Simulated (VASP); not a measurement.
Set up this calculation in VASP 6.6.1, as the native input.

- Task: relaxation of cell and atoms
- Functional: LDA
- Potentials or basis: VASP PAW LDA potentials, release 64 (Sn_d, C)
- Cutoff: 600 eV
- k mesh: 12 × 12 × 12
- Occupations: gaussian, width 0.01 eV
- Spin: no spin polarisation
- Target pressure: 12 GPa
- Dipole correction: no
- Further INCAR settings: ALGO = Normal; EDIFF = 1e-06; IBRION = 2; EDIFFG = -0.001; NSW = 80; ISIF = 3

The structure of SnC2 lies in POSCAR:

```
SnC2
1.0
   -1.9709357220      1.9709357220      3.2327854740
    1.9709357220     -1.9709357220      3.2327854740
    1.9709357220      1.9709357220     -3.2327854740
Sn C
1 2
Direct
    0.0000000000      0.0000000000      0.0000000000
    0.5975419773      0.5975419773      0.0000000000
    0.4024580227      0.4024580227      0.0000000000
```

The input as run:

INCAR

```
SYSTEM = SnC2
ALGO = Normal
EDIFF = 1E-6
EDIFFG = -0.001
ENCUT = 600
IBRION = 2
ISIF = 3
ISMEAR = 0
LASPH = .True.
LCHARG = .False.
LREAL = .False.
LWAVE = .False.
NELM = 100
NSW = 80
PREC = Accurate
PSTRESS = 120.0
SIGMA = 0.01
```

KPOINTS

```
k-points
0
Gamma
  12 12 12
  0 0 0
```

Potentials or basis: VASP PAW LDA potentials, release 64 (Sn_d, C).

Command:

```bash
$ cat potpaw_LDA.64/Sn_d/POTCAR potpaw_LDA.64/C/POTCAR > POTCAR
$ mpirun -np 1 vasp_std > vasp.out
```

Results of the run:

```json
{"Relaxed volume": "13.96 Å³/atom", "Relaxed cell": "a = 4.040 Å, b = 4.040 Å, c = 4.040 Å, α = 125.77°, β = 125.77°, γ = 80.26°", "Space group after relaxing (to 0.05 Å)": "I4/mmm (No. 139)", "Energy change on relaxing (the enthalpy is what falls)": "+100.0 meV/atom", "Ionic steps": "45", "Pressure after relaxing": "12.0 GPa", "Band gap on the k mesh": "zero (band 11 reaches 8.38 eV, above the bottom of band 12 at 7.08 eV)"}
```

Caveat: the cell is relaxed towards a set pressure, so the enthalpy falls and the energy may rise; the volume moved by over 15 % at a fixed basis, so the end points are rough; spin-orbit coupling is left out, which moves the levels of the heavy elements.

It took 22 min on 1 thread of AMD EPYC 9R45 96-Core Processor (Zen 5) (shared host), peak memory 0.26 GiB.
